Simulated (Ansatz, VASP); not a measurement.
# FeCo3 in VASP and in Ansatz

```
CELL_PARAMETERS angstrom
3.53570 0.00000 0.00000
0.00000 3.53570 0.00000
0.00000 0.00000 3.53570
ATOMIC_POSITIONS crystal
Fe 0.00000 0.00000 0.00000
Co 0.50000 0.50000 0.00000
Co 0.50000 0.00000 0.50000
Co 0.00000 0.50000 0.50000
```

Alike in both runs: task single point; functional PBEsol; k mesh 4 × 4 × 4; occupations gaussian, width 0.1 eV; collinear spin.

|  | VASP | Ansatz |
| --- | --- | --- |
| version | VASP 6.6.1 | Ansatz 0.2.0 |
| potentials or method | VASP PAW PBE potentials, release 64 (Fe, Co), cutoff 520 eV | scalar-relativistic, plane waves, PAW |
| valence electrons in the cell | 35 | 67 |

```csv
,VASP,Ansatz,Ansatz less VASP
gap on the k mesh at the Fermi level (eV),none,none,-
pressure (GPa),-7.0,-6.6,+0.42
net moment per atom (μB),1.96,1.96,0.000
size of the moment on the site where the two differ most (μB),1.72,1.77,+0.054
```

VASP's potentials were made for PBE, not for PBEsol. Site moments also hang on the region over which each program counts them. A gap of «none» marks a metal or a gap that the smearing closes. VASP's potentials hold 35 valence electrons a cell and Ansatz's 67, so a difference there can come from the potentials and not from the codes.

The k mesh is coarse, so the values compare programs but aren't converged.
